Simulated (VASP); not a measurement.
# NaH (Pm-3m) in VASP: further runs

Runs on NaH. Level: PBE. Tasks: single point.

Program: VASP 6.6.1. These are calculated values, not measurements. Logs are shortened: lines on timing, memory, paths and dates and some standing lists are left out, and cuts for length are marked.

## Step 1: The cell of the first run

The structure is cubic, space group Pm-3m (No. 221). The conventional cell has a = 2.932 Å, b = 2.932 Å, c = 2.932 Å, α = 90.00°, β = 90.00°, γ = 90.00°. Na (site symmetry m-3m) has 8 H at 2.54 Å and 6 Na at 2.93 Å within 3.4 Å. H (site symmetry m-3m) has 8 Na at 2.54 Å and 6 H at 2.93 Å within 3.4 Å.

## Step 2: Single point, PBE

File INCAR:

```
ALGO = Normal
EDIFF = 1E-7
ENCUT = 520
GGA = PE
ISIF = 2
ISMEAR = 0
LASPH = True
LCHARG = True
LELF = True
LREAL = False
LVHAR = True
LWAVE = False
NBANDS = 11
NELM = 80
PREC = Accurate
SIGMA = 0.01
```

File KPOINTS:

```
k-points
0
Gamma
  6 6 6
```

File POSCAR:

```
NaH
1.0
    2.9323912055      0.0000000000      0.0000000000
    0.0000000000      2.9323912055      0.0000000000
    0.0000000000      0.0000000000      2.9323912055
Na H
1 1
Direct
    0.0000000000      0.0000000000      0.0000000000
    0.5000000000      0.5000000000      0.5000000000
```

Potentials or basis: VASP PAW PBE potentials, release 64 (Na_pv, H).

Started as:

```bash
$ cat potpaw_PBE.64/Na_pv/POTCAR potpaw_PBE.64/H/POTCAR > POTCAR
$ mpirun -np 1 vasp_std > vasp.out
```

OUTCAR:

```text
EDIFF = 1E-7
   ENCUT = 520
   GGA = PE
   ISIF = 2
   ISMEAR = 0
   LASPH = True
   LREAL = False
   NELM = 80
   PREC = Accurate

 ion  position               nearest neighbor table
   1  0.000  0.000  0.000-
   2  0.500  0.500  0.500-

  LATTYP: Found a simple cubic cell.
 ALAT       =     2.9323912055

  Lattice vectors:

 A1 = (   2.9323912055,   0.0000000000,   0.0000000000)
 A2 = (   0.0000000000,   2.9323912055,   0.0000000000)
 A3 = (   0.0000000000,   0.0000000000,   2.9323912055)

Analysis of symmetry for initial positions (statically):
=====================================================================
 Subroutine PRICEL returns:
 Original cell was already a primitive cell.

 Routine SETGRP: Setting up the symmetry group for a
 simple cubic supercell.

 Subroutine GETGRP returns: Found 48 space group operations
 (whereof 48 operations were pure point group operations)
 out of a pool of 48 trial point group operations.

The static configuration has the point symmetry O_h .

Analysis of symmetry for dynamics (positions and initial velocities):
=====================================================================
 Subroutine PRICEL returns:
 Original cell was already a primitive cell.

 Routine SETGRP: Setting up the symmetry group for a
 simple cubic supercell.

 Subroutine GETGRP returns: Found 48 space group operations
 (whereof 48 operations were pure point group operations)
 out of a pool of 48 trial point group operations.

The dynamic configuration has the point symmetry O_h .

 Subroutine INISYM returns: Found 48 space group operations
 (whereof 48 operations are pure point group operations),
 and found     1 'primitive' translations

----------------------------------------------------------------------------------------

                                     Primitive cell

  volume of cell :      25.2154

  direct lattice vectors                    reciprocal lattice vectors
     2.932391206  0.000000000  0.000000000     0.341018619  0.000000000  0.000000000
     0.000000000  2.932391206  0.000000000     0.000000000  0.341018619  0.000000000
     0.000000000  0.000000000  2.932391206     0.000000000  0.000000000  0.341018619

  length of vectors
     2.932391206  2.932391206  2.932391206     0.341018619  0.341018619  0.341018619

  position of ions in fractional coordinates (direct lattice)
     0.000000000  0.000000000  0.000000000
     0.500000000  0.500000000  0.500000000

  ion indices of the primitive-cell ions
   primitive index   ion index
                 1           1
                 2           2

----------------------------------------------------------------------------------------

 KPOINTS: k-points

Automatic generation of k-mesh.
 Grid dimensions read from file:
 generate k-points for:    6    6    6

 Generating k-lattice:

  Cartesian coordinates                     Fractional coordinates (reciprocal lattice)
     0.056836437  0.000000000  0.000000000     0.166666667  0.000000000  0.000000000
     0.000000000  0.056836437  0.000000000     0.000000000  0.166666667  0.000000000
     0.000000000  0.000000000  0.056836437     0.000000000  0.000000000  0.166666667

  Length of vectors
     0.056836437  0.056836437  0.056836437

  Shift w.r.t. Gamma in fractional coordinates (k-lattice)
     0.000000000  0.000000000  0.000000000

 Subroutine IBZKPT returns following result:
 ===========================================

 Found     20 irreducible k-points:

 Following reciprocal coordinates:
            Coordinates               Weight
  0.000000  0.000000  0.000000      1.000000
  0.166667  0.000000  0.000000      6.000000
  0.333333  0.000000  0.000000      6.000000
  0.500000  0.000000  0.000000      3.000000
  0.166667  0.166667  0.000000     12.000000
  0.333333  0.166667  0.000000     24.000000
[... 12 lines left out ...]
  0.500000  0.500000  0.333333      6.000000
  0.500000  0.500000  0.500000      1.000000
   k-points           NKPTS =     20   k-points in BZ     NKDIM =     20   number of bands    NBANDS=     11
   number of dos      NEDOS =    301   number of ions     NIONS =      2
   total plane-waves  NPLWV =  13824
   dimension x,y,z NGX =    24 NGY =   24 NGZ =   24
   dimension x,y,z NGXF=    48 NGYF=   48 NGZF=   48
   ions per type =               1   1
   NGX,Y,Z   is equivalent  to a cutoff of  13.61, 13.61, 13.61 a.u.
   NGXF,Y,Z  is equivalent  to a cutoff of  27.21, 27.21, 27.21 a.u.
 SYSTEM =  unknown system
   PREC   = accura    normal or accurate (medium, high low for compatibility)
   ISTART =      0    job   : 0-new  1-cont  2-samecut
   ICHARG =      2    charge: 1-file 2-atom 10-const
   ISPIN  =      1    spin polarized calculation?
   LNONCOLLINEAR =      F non collinear calculations
   LSORBIT =      F    spin-orbit coupling
   LASPH  =      T    aspherical Exc in radial PAW
   ENCUT  =  520.0 eV  38.22 Ry    6.18 a.u.   5.45  5.45  5.45*2*pi/ulx,y,z
   NELM   =     80;   NELMIN=  2; NELMDL= -5     # of ELM steps
   EDIFF  = 0.1E-06   stopping-criterion for ELM
   LREAL  =      F    real-space projection
   EDIFFG = 0.1E-05   stopping-criterion for IOM
   NSW    =      0    number of steps for IOM
   IBRION =     -1    ionic relax: 0-MD 1-quasi-New 2-CG
   NFREE  =      0    steps in history (QN), initial steepest desc. (CG)
   ISIF   =      2    stress and relaxation
   ISYM   =      2    0-nonsym 1-usesym 2-fastsym
   POTIM  = 0.5000    time-step for ionic-motion
   TEBEG  =    0.0;   TEEND  =   0.0 temperature during run
   PSTRESS=    0.0 pullay stress
   NELECT =       8.0000    total number of electrons
   NUPDOWN=      -1.0000    fix difference up-down
   EMIN   =  10.00;   EMAX   =-10.00  energy-range for DOS
   EFERMI =   0.00;   METHOD = LEGACY
   ISMEAR =     0;   SIGMA  =   0.01  broadening in eV -4-tet -1-fermi 0-gaus
   EFERMI_NEDOS =   21; number of points for ismear=-14 and -15
   IALGO  =     38    algorithm
   IMIX   =      4    mixing-type and parameters
     AMIX     =   0.40;   BMIX     =  1.00
     AMIX_MAG =   1.60;   BMIX_MAG =  1.00
  volume/ion in A,a.u.               =      12.61        85.08
  Fermi-wavevector in a.u.,A,eV,Ry     =   1.116562  2.109997 16.962535  1.246711
  Thomas-Fermi vector in A             =   2.253177
   LORBIT       =      0    0 simple, 1 ext, 2 COOP (PROOUT), +10 PAW based schemes
   GGA     = PE    functional components
   LHFCALC =     F    Hartree Fock is set to
   AEXX    =    0.0000 exact exchange contribution
   IVDW    =     0    specifies the selected vdW correction
   LEPSILON=     F    determine dielectric tensor
   LRPA    =     F    only Hartree local field effects (RPA)
 non-spin polarized calculation
 Gauss-broadening in eV      SIGMA  =   0.01
  energy-cutoff  :      520.00
  volume of cell :       25.22
 maximum number of plane-waves:       696
 NGX is ok and might be reduce to    24
   NGX = 11   NGY = 11   NGZ = 11

 number of electron       8.0000014 magnetization

 Free energy of the ion-electron system (eV)
  ---------------------------------------------------
  ext. energy  EPLUGINS =         0.00000000
  ---------------------------------------------------
  free energy    TOTEN  =        -4.76841559 eV

  energy without entropy =       -4.76841559  energy(sigma->0) =       -4.76841559

 E-fermi :   1.4905     XC(G=0):  -8.2395

 val. band max:        1.4275099967   @ k =   0.5000   0.5000   0.5000
 cond. band min:       2.4564962903   @ k =   0.5000   0.0000   0.0000
 fundamental gap:      1.0289862936
 Fermi energy:         1.4904589414

 k-point     1 :       0.0000    0.0000    0.0000
  band No.  band energies     occupation
      1     -23.1413      2.00000
      2     -23.1413      2.00000
      3     -23.1413      2.00000
      4      -4.6036      2.00000
      5      10.2718      0.00000
      6      12.4814      0.00000
      7      12.4814      0.00000
      8      14.0849      0.00000
      9      14.0849      0.00000
     10      14.0849      0.00000
     11      27.4168      0.00000

 k-point     2 :       0.1667    0.0000    0.0000
  band No.  band energies     occupation
      1     -23.1893      2.00000
      2     -23.1371      2.00000
      3     -23.1371      2.00000
      4      -4.1660      2.00000
      5       7.8272      0.00000
      6      11.4819      0.00000
      7      12.9463      0.00000
      8      14.4134      0.00000
      9      14.4134      0.00000
     10      18.5734      0.00000
     11      24.4087      0.00000

 k-point     3 :       0.3333    0.0000    0.0000
  band No.  band energies     occupation
      1     -23.2842      2.00000
      2     -23.1287      2.00000
      3     -23.1287      2.00000
      4      -2.9948      2.00000
      5       4.2416      0.00000
      6      12.1071      0.00000
      7      14.2984      0.00000
      8      15.3223      0.00000
      9      15.3223      0.00000
     10      20.5954      0.00000
     11      21.1464      0.00000

 k-point     4 :       0.5000    0.0000    0.0000
  band No.  band energies     occupation
      1     -23.3310      2.00000
      2     -23.1246      2.00000
      3     -23.1246      2.00000
      4      -2.0415      2.00000
      5       2.4565      0.00000
      6      12.5116      0.00000
      7      15.7702      0.00000
      8      16.1062      0.00000
      9      16.1062      0.00000
     10      18.1586      0.00000
     11      19.5577      0.00000
[... 183 lines left out ...]
 k-point    18 :       0.5000    0.3333    0.3333
  band No.  band energies     occupation
      1     -23.2854      2.00000
      2     -23.2399      2.00000
      3     -23.2350      2.00000
      4       0.2574      2.00000
      5       6.0182      0.00000
      6       8.1594      0.00000
      7       9.3177      0.00000
      8      11.3627      0.00000
      9      12.6699      0.00000
     10      14.6154      0.00000
     11      20.4792      0.00000

 k-point    19 :       0.5000    0.5000    0.3333
  band No.  band energies     occupation
      1     -23.2784      2.00000
      2     -23.2784      2.00000
      3     -23.2315      2.00000
      4       0.8440      2.00000
      5       7.2057      0.00000
      6       7.2057      0.00000
      7       9.8217      0.00000
      8       9.9419      0.00000
      9      12.7310      0.00000
     10      12.7310      0.00000
     11      19.1598      0.00000

 k-point    20 :       0.5000    0.5000    0.5000
  band No.  band energies     occupation
      1     -23.2718      2.00000
      2     -23.2718      2.00000
      3     -23.2718      2.00000
      4       1.4275      2.00000
      5       8.3547      0.00000
      6       8.3547      0.00000
      7       8.3547      0.00000
      8      10.6943      0.00000
      9      10.6943      0.00000
     10      10.6943      0.00000
     11      17.7839      0.00000

------------------------ aborting loop because EDIFF is reached ----------------------------------------

  FORCE on cell =-STRESS in cart. coord.  units (eV):
  Direction    XX          YY          ZZ          XY          YZ          ZX
  --------------------------------------------------------------------------------------
  -------------------------------------------------------------------------------------
  Total        0.1243317      0.1243317      0.1243317      0.0000000      0.0000000      0.0000000
  in kB        7.8999963      7.8999963      7.8999963      0.0000000      0.0000000      0.0000000
  external PRESSURE =       7.8999963 kB  Pullay stress =       0.0000000 kB

 VOLUME and BASIS-vectors are now :
 -----------------------------------------------------------------------------
  energy-cutoff  :      520.00
  volume of cell :       25.22
      direct lattice vectors                 reciprocal lattice vectors
     2.932391206  0.000000000  0.000000000     0.341018619  0.000000000  0.000000000
     0.000000000  2.932391206  0.000000000     0.000000000  0.341018619  0.000000000
     0.000000000  0.000000000  2.932391206     0.000000000  0.000000000  0.341018619

 POSITION                                       TOTAL-FORCE (eV/Angst)
 -----------------------------------------------------------------------------------
      0.00000      0.00000      0.00000         0.000000      0.000000      0.000000
      1.46620      1.46620      1.46620         0.000000      0.000000      0.000000
 -----------------------------------------------------------------------------------
    total drift:                                0.000000      0.000000      0.000000

  FREE ENERGIE OF THE ION-ELECTRON SYSTEM (eV)
  ---------------------------------------------------
  free  energy   TOTEN  =        -4.7684155897 eV

  energy  without entropy=       -4.7684155897  energy(sigma->0) =       -4.76841559
```

It took 6.2 s on 1 thread of Intel Xeon 8259CL, shared host; peak memory 0.13 GiB.

What came out:

- Free energy: -4.7684 eV
- Pressure: 0.8 GPa
- Band gap on the k mesh: 1.03 eV, indirect (least direct gap 4.50 eV)

Levels at points of the mesh, in eV from the valence-band top:
```csv
k point,band 1,band 2,band 3,band 4,band 5,band 6,band 7,band 8
"(0.00, 0.00, 0.00)",-24.57,-24.57,-24.57,-6.03,8.84,11.05,11.05,12.66
"(0.50, 0.00, 0.00)",-24.76,-24.55,-24.55,-3.47,1.03,11.08,14.34,14.68
"(0.50, 0.50, 0.00)",-24.73,-24.73,-24.54,-1.78,4.31,4.31,6.93,14.89
"(0.50, 0.50, 0.50)",-24.70,-24.70,-24.70,0.00,6.93,6.93,6.93,9.27
```

A k mesh can miss the band edges. A hybrid or GW would open this gap; PBE tends to underestimate it.

## Step 3: Single point, PBE (volume changed by -5%)

File INCAR:

```
SYSTEM = NaH
PREC = Accurate ; ENCUT = 520
EDIFF = 1E-7 ; ISMEAR = 0
SIGMA = 0.01 ; LREAL = .FALSE.
LASPH = .TRUE. ; NELM = 100
ALGO = Normal ; ISIF = 2
LWAVE = .FALSE. ; LCHARG = .FALSE.
GGA = PE ; NBANDS = 11
```

File KPOINTS:

```
regular mesh
0
G
  6 6 6
  0 0 0
```

File POSCAR:

```
NaH
1.0
    2.8826800562      0.0000000000      0.0000000000
    0.0000000000      2.8826800562      0.0000000000
    0.0000000000      0.0000000000      2.8826800562
Na H
1 1
Direct
    0.0000000000      0.0000000000      0.0000000000
    0.5000000000      0.5000000000      0.5000000000
```

Potentials or basis: VASP PAW PBE potentials, release 64 (Na_pv, H).

Started as:

```bash
$ cat potpaw_PBE.64/Na_pv/POTCAR potpaw_PBE.64/H/POTCAR > POTCAR
$ mpirun -np 1 vasp_std > vasp.out
```

Wall time 6.1 s (1 thread of Intel Xeon 8259CL, shared host); peak memory 0.13 GiB.

Results (log left out):

- Free energy: -4.7558 eV
- Pressure: 2.3 GPa
- Band gap on the k mesh: 1.03 eV, indirect (least direct gap 4.65 eV)

Levels at points of the mesh, in eV from the valence-band top:
```csv
k point,band 1,band 2,band 3,band 4,band 5,band 6,band 7,band 8,band 9
"(0.00, 0.00, 0.00)",-24.59,-24.59,-24.59,-6.28,9.28,11.26,11.26,13.03,13.03
"(0.50, 0.00, 0.00)",-24.81,-24.57,-24.57,-3.62,1.03,11.52,14.66,15.02,15.02
"(0.50, 0.50, 0.00)",-24.77,-24.77,-24.55,-1.88,4.40,4.40,7.18,15.33,19.28
"(0.50, 0.50, 0.50)",-24.74,-24.74,-24.74,0.00,6.99,6.99,6.99,9.58,9.58
```

## Step 4: Single point, PBE (volume changed by -10%)

File INCAR:

```
  PREC = Accurate
  ENCUT = 520
  EDIFF = 1E-6
  ISMEAR = 0
  SIGMA = 0.01
  LREAL = False
  LASPH = True
  NELM = 80
  ALGO = Normal
  ISIF = 2
  LWAVE = False
  LCHARG = False
  GGA = PE
  NBANDS = 11
```

File KPOINTS:

```
regular mesh
0
Gamma
  6 6 6
```

File POSCAR:

```
NaH
1.0
    2.8311925804      0.0000000000      0.0000000000
    0.0000000000      2.8311925804      0.0000000000
    0.0000000000      0.0000000000      2.8311925804
Na H
1 1
Direct
    0.0000000000      0.0000000000      0.0000000000
    0.5000000000      0.5000000000      0.5000000000
```

Started as:

```bash
$ cat potpaw_PBE.64/Na_pv/POTCAR potpaw_PBE.64/H/POTCAR > POTCAR
$ mpirun -np 1 vasp_std > vasp.out
```

Run time: 5.1 s. Hardware: 1 thread of Intel Xeon 8259CL, shared host; peak memory 0.13 GiB.

It converged, with:

* Free energy: -4.7299 eV
* Pressure: 4.2 GPa
* Band gap on the k mesh: 1.03 eV, indirect (least direct gap 4.81 eV)

Levels at points of the mesh, in eV from the valence-band top:
| k point | band 1 | band 2 | band 3 | band 4 | band 5 | band 6 | band 7 | band 8 | band 9 |
| --- | --- | --- | --- | --- | --- | --- | --- | --- | --- |
| (0.00, 0.00, 0.00) | -24.62 | -24.62 | -24.62 | -6.56 | 9.77 | 11.47 | 11.47 | 13.43 | 13.43 |
| (0.50, 0.00, 0.00) | -24.88 | -24.60 | -24.60 | -3.78 | 1.03 | 12.01 | 15.00 | 15.39 | 15.39 |
| (0.50, 0.50, 0.00) | -24.83 | -24.83 | -24.58 | -2.00 | 4.49 | 4.49 | 7.46 | 15.81 | 19.79 |
| (0.50, 0.50, 0.50) | -24.80 | -24.80 | -24.80 | 0.00 | 7.06 | 7.06 | 7.06 | 9.92 | 9.92 |

 A k mesh can miss the band edges.

## Step 5: Overview

```tsv
cell	gap on the mesh (eV)	pressure (GPa)
a = 2.932 Å, 2 atoms	1.03	0.8
a = 2.883 Å, 2 atoms	1.03	2.3
a = 2.831 Å, 2 atoms	1.03	4.2
```

Alike in all rows: task single point; level PBE; potentials or basis VASP PAW PBE potentials, release 64 (Na_pv, H); no spin polarisation; k mesh 6 × 6 × 6; cutoff (eV) 520; smearing gaussian 0.01 eV.

Total energies depend on the potentials used, so only differences within one code and one set of settings carry meaning.
